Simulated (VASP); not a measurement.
ZrRh3, 4 atoms in the cell. It takes space group Pm-3m (No. 221, cubic). The conventional cell has a = 3.841 Å, b = 3.841 Å, c = 3.841 Å, α = 90.00°, β = 90.00°, γ = 90.00°. Within 3.6 Å of Zr (site symmetry m-3m) lie 12 Rh at 2.72 Å. Rh (site symmetry 4/mmm) has 4 Zr at 2.72 Å and 8 Rh at 2.72 Å within 3.6 Å. 

```yaml
Program: VASP 6.6.1
Task: single point
Functional: LDA
Potentials_or_basis: VASP PAW LDA potentials, release 64 (Zr_sv, Rh_pv)
Cutoff: 520 eV
k_mesh: 12 × 12 × 12
Occupations: fermi-dirac, width 0.15 eV
Spin: no spin polarisation
Dipole_correction: no
Further_INCAR_settings: ALGO = Fast; EDIFF = 1e-06; NBANDS = 36
```

Potentials or basis: VASP PAW LDA potentials, release 64 (Zr_sv, Rh_pv).

Command:

```console
$ cat potpaw_LDA.64/Zr_sv/POTCAR potpaw_LDA.64/Rh_pv/POTCAR > POTCAR
$ mpirun -np 1 vasp_std > vasp.out
```

Hardware: 1 thread of Oxide Virtual Turin-like Processor, with other jobs on the host.

Q: Estimate the wall time of this run.

A: It took 2.9 min on 1 thread of Oxide Virtual Turin-like Processor (shared host), peak memory 0.22 GiB. Counts: scf iterations 16, k points 84.
